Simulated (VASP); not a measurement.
A run of VASP 6.6.1 is set up as follows.

Contents of INCAR:

```
PREC = Accurate
ENCUT = 520
EDIFF = 1E-7
ISMEAR = -1
SIGMA = 0.15
LREAL = F
LASPH = T
NELM = 80
ALGO = Normal
ISIF = 2
LWAVE = F
LCHARG = T
GGA = PE
LELF = T
LVHAR = T
NBANDS = 15
```

Contents of KPOINTS:

```
regular mesh
0
Gamma
  16 16 16
```

The input POSCAR:

```
TiC
1.0
    0.0000000000      2.1666607042      2.1666607042
    2.1666607042      0.0000000000      2.1666607042
    2.1666607042      2.1666607042      0.0000000000
Ti C
1 1
Direct
    0.0000000000      0.0000000000      0.0000000000
    0.5000000000      0.5000000000      0.5000000000
```

Potentials or basis: VASP PAW PBE potentials, release 64 (Ti_sv, C).

Command:

```bash
$ cat potpaw_PBE.64/Ti_sv/POTCAR potpaw_PBE.64/C/POTCAR > POTCAR
$ mpirun -np 1 vasp_std > vasp.out
```

**Question.** Estimate the pressure.

**Answer.** 0.2 GPa.

**Question.** Estimate the band gap on the k mesh.

**Answer.** Zero (bands 8 and 9 overlap by 1.10 eV).
